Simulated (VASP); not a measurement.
A run of VASP 6.6.1:

File INCAR:

```
PREC     = Accurate       # precision mode
ENCUT    = 520            # plane-wave cutoff, eV
EDIFF    = 1E-6           # SCF threshold, eV
ISMEAR   = 0              # smearing method
SIGMA    = 0.1            # smearing width, eV
LREAL    = F              # projectors in reciprocal space
LASPH    = T              # aspherical terms in the spheres
NELM     = 80             # most SCF steps
ALGO     = Normal         # electronic algorithm
ISIF     = 2              # what is computed and relaxed
LWAVE    = F              # write WAVECAR
LCHARG   = F              # write CHGCAR
LDIPOL   = T            
IDIPOL   = 3            
DIPOL    = 0.5 0.5 0.499
GGA      = PS             # functional
NBANDS   = 12             # bands
```

File KPOINTS:

```
regular mesh
0
Gamma
  9 9 1
```

POSCAR

```
Mg4H
1.0
    3.1837023370      0.0000000000      0.0000000000
   -1.5918511685      2.7571671019      0.0000000000
    0.0000000000      0.0000000000     26.7081898776
Mg H
4 1
Direct
    0.6666666667      0.3333333333      0.3182544395
    0.3333333333      0.6666666666      0.4146106426
    0.6666666667      0.3333333333      0.5090329198
    0.3333333333      0.6666666666      0.6065324327
    0.8333333333      0.9166666666      0.6472167582
```

Potentials or basis: VASP PAW PBE potentials, release 64 (Mg, H).

Command:

```sh
$ cat potpaw_PBE.64/Mg/POTCAR potpaw_PBE.64/H/POTCAR > POTCAR
$ mpirun -np 1 vasp_std > vasp.out
```

Hardware: 1 thread of Intel(R) Xeon(R) Platinum 8375C CPU @ 2.90GHz (Ice Lake) (shared host).

Estimate the wall time of this run.

Run time: 91 s on 1 thread of Intel(R) Xeon(R) Platinum 8375C CPU @ 2.90GHz (Ice Lake), with other jobs on the host, peak memory 0.34 GiB. Counts: scf iterations 24, k points 25.
